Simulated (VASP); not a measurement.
**TiB2: single point with PBE**

Crystal: TiB2.

```xyz
3
Lattice="0.0000 2.4568 2.4568 2.4568 0.0000 2.4568 2.4568 2.4568 0.0000" Properties=species:S:1:pos:R:3 pbc="T T T"
Ti    0.0000    0.0000    0.0000
B     1.2284    1.2284    1.2284
B     3.6852    3.6852    3.6852
```

```
Program                : VASP 6.6.1
Task                   : single point
Functional             : PBE
Potentials or basis    : VASP PAW PBE potentials, release 64 (Ti_sv, B)
Cutoff                 : 500 eV
k mesh                 : 8 × 8 × 8
Occupations            : methfessel-paxton, width 0.05 eV
Spin                   : no spin polarisation
Dipole correction      : no
Further INCAR settings : ALGO = Normal; EDIFF = 1e-06; NBANDS = 16
```

```yaml
Pressure: 19.7 GPa
Band_gap_on_the_k_mesh: zero (bands 9 and 10 overlap by 1.74 eV)
```

Levels at points of the mesh, in eV from the Fermi level:
```
           k point  band 6  band 7  band 8  band 9  band 10  band 11  band 12  band 13
(0.00, 0.00, 0.00)   -3.82   -3.82   -3.82    1.32     1.32     1.70     5.47     5.47
(0.50, 0.00, 0.00)   -6.98   -2.81   -2.81    0.98     1.75     1.75     1.89     1.89
(0.50, 0.50, 0.00)   -6.04   -5.74   -1.79   -1.79     0.74     0.74     2.36     2.63
```

Wall time 15 s on 1 thread of Intel(R) Xeon(R) Platinum 8488C (Sapphire Rapids), on a shared host, peak memory 0.16 GiB.

Caveat: the cell stands under pressure.
